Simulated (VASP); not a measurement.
Here is a VASP 6.6.1 calculation.

The input INCAR:

```
PREC     = Accurate       # precision mode
ENCUT    = 520            # plane-wave cutoff, eV
EDIFF    = 1E-6           # SCF threshold, eV
ISMEAR   = 0              # smearing method
SIGMA    = 0.1            # smearing width, eV
LREAL    = False          # projectors in reciprocal space
LASPH    = True           # aspherical terms in the spheres
NELM     = 100            # most SCF steps
ALGO     = Normal         # electronic algorithm
ISIF     = 2              # what is computed and relaxed
LWAVE    = False          # write WAVECAR
LCHARG   = False          # write CHGCAR
LDIPOL   = True         
IDIPOL   = 3            
DIPOL    = 0.5 0.5 0.500
GGA      = PE             # functional
IVDW     = 12             # dispersion correction
NBANDS   = 11             # bands
```

File KPOINTS:

```
regular mesh
0
Gamma
  18 18 1
```

Contents of POSCAR:

```
C
1.0
    2.5643477997      0.0000000000      0.0000000000
   -1.2821738998      2.2207903387      0.0000000000
    0.0000000000      0.0000000000     26.0032200122
C
2
Direct
    0.6666666667      0.3333333333      0.5000000000
    0.3333333333      0.6666666667      0.5000000000
```

Potentials or basis: VASP PAW PBE potentials, release 64 (C).

Run with:

```bash
$ cat potpaw_PBE.64/C/POTCAR > POTCAR
$ mpirun -np 1 vasp_std > vasp.out
```

Task: Predict the band gap on the k mesh.

Result: Zero (filled and empty bands touch).

Task: Predict the dispersion energy per atom.

Result: -0.085 eV.

Caveat: the cell differs from its parent crystal (biaxial strain +0.040, then relaxed in part).
